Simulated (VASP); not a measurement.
Runs of VASP 6.6.1 on KI. The structure is that of space group Fm-3m (No. 225), or close to it. The cells are those of the table. 

```csv
cell,gap on the mesh (eV),pressure (GPa)
"a = 5.184 Å, angles 60.0°, 2 atoms",3.60,-1.2
"a = 5.284, b = 5.284, c = 5.184 Å, angles 60.6, 60.6, 58.7°, 2 atoms",(c),(a)
"a = 4.586 Å, angles 60.0°, 2 atoms",(b),5.1
"a = 4.785 Å, angles 60.0°, 2 atoms",4.11,1.7
"a = 4.686, b = 4.686, c = 4.586 Å, angles 60.7, 60.7, 58.6°, 2 atoms",4.30,3.9
"a = 5.383 Å, angles 60.0°, 2 atoms",3.42,-1.6
"a = 4.886, b = 4.886, c = 4.785 Å, angles 60.7, 60.7, 58.6°, 2 atoms",4.00,1.0
```

Alike in all rows: task single point; level PBEsol; potentials or basis VASP PAW PBE potentials, release 64 (K_sv, I); no spin polarisation; k mesh 6 × 6 × 6; cutoff (eV) 520; smearing gaussian 0.05 eV.

**Question.** Estimate the missing entries.

**Answer.** (a) -1.3; (b) 4.20; (c) 3.53.

Caveats: the PAW data sets were made with another functional, which shifts forces and pressure a little; spin-orbit coupling is left out, which moves the levels of the heavy elements; the cell stands under pressure (at least some runs).

A k mesh can miss the band edges, and the runs leave out spin-orbit coupling on I.
